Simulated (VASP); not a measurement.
Set up this calculation in VASP 6.6.1, as the native input.

```yaml
Task: single point
Functional: PBEsol
Potentials_or_basis: VASP PAW PBE potentials, release 64 (Mg, S)
Cutoff: 520 eV
k_mesh: 6 × 6 × 4
Occupations: fermi-dirac, width 0.02 eV
Spin: no spin polarisation
Dipole_correction: no
Further_INCAR_settings: ALGO = Normal; EDIFF = 1e-07; NBANDS = 16
```

The structure of MgS lies in POSCAR:

```
MgS
1.0
    4.2911050125      0.0000000000      0.0000000000
   -2.1455525062      3.7162059511      0.0000000000
    0.0000000000      0.0000000000      5.2557000703
Mg S
2 2
Direct
    0.3333333333      0.6666666667      0.2500000000
    0.6666666667      0.3333333333      0.7500000000
    0.6666666667      0.3333333333      0.2500000000
    0.3333333333      0.6666666667      0.7500000000
```

These files were run (other wordings do the same):

INCAR

```
SYSTEM = MgS
PREC = Accurate ; ENCUT = 520
EDIFF = 1E-7 ; ISMEAR = -1
SIGMA = 0.02 ; LREAL = .FALSE.
LASPH = .TRUE. ; NELM = 60
ALGO = Normal ; ISIF = 2
LWAVE = .FALSE. ; LCHARG = .FALSE.
GGA = PS ; NBANDS = 16
```

KPOINTS

```
regular mesh
0
G
  6 6 4
  0 0 0
```

Potentials or basis: VASP PAW PBE potentials, release 64 (Mg, S).

Launch:

```bash
$ cat potpaw_PBE.64/Mg/POTCAR potpaw_PBE.64/S/POTCAR > POTCAR
$ mpirun -np 1 vasp_std > vasp.out
```

Results of the run:

```json
{
  "Pressure": "-0.1 GPa",
  "Band gap on the k mesh": "2.88 eV, direct"
}
```

Caveat: the PAW data sets were made with another functional, which shifts forces and pressure a little.

Wall time 13 s on 1 thread of Intel(R) Xeon(R) 6975P-C (Granite Rapids), with other jobs on the host, peak memory 0.19 GiB.
